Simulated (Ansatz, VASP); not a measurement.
**Two plane-wave programs on Sb**

```
CELL_PARAMETERS angstrom
0.00000 3.45641 3.45641
3.45641 0.00000 3.45641
3.45641 3.45641 0.00000
ATOMIC_POSITIONS crystal
Sb 0.12500 0.12500 0.12500
Sb 0.87500 0.87500 0.87500
```

Alike in both runs: task single point; functional LDA; k mesh 9 × 9 × 9; occupations fermi-dirac, width 0.1 eV; no spin polarisation.

|  | VASP | Ansatz |
| --- | --- | --- |
| version | VASP 6.6.1 | Ansatz 0.2.0 |
| potentials or method | VASP PAW LDA potentials, release 64 (Sb), cutoff 520 eV | plane waves (420 eV) with PAW, scalar-relativistic |
| valence electrons in the cell | 10 | 30 |

```tsv
	VASP	Ansatz	Ansatz less VASP
pressure (GPa)	-1.3	-1.4	-0.14
```

Ansatz warns that its potentials were made for another functional, while VASP's fit it. LDA's correlation is that of Perdew and Zunger in VASP and of Perdew and Wang (1992) in Ansatz. VASP's potentials hold 10 valence electrons a cell and Ansatz's 30, so a difference there can come from the potentials and not from the codes.

Spin-orbit coupling is off throughout.
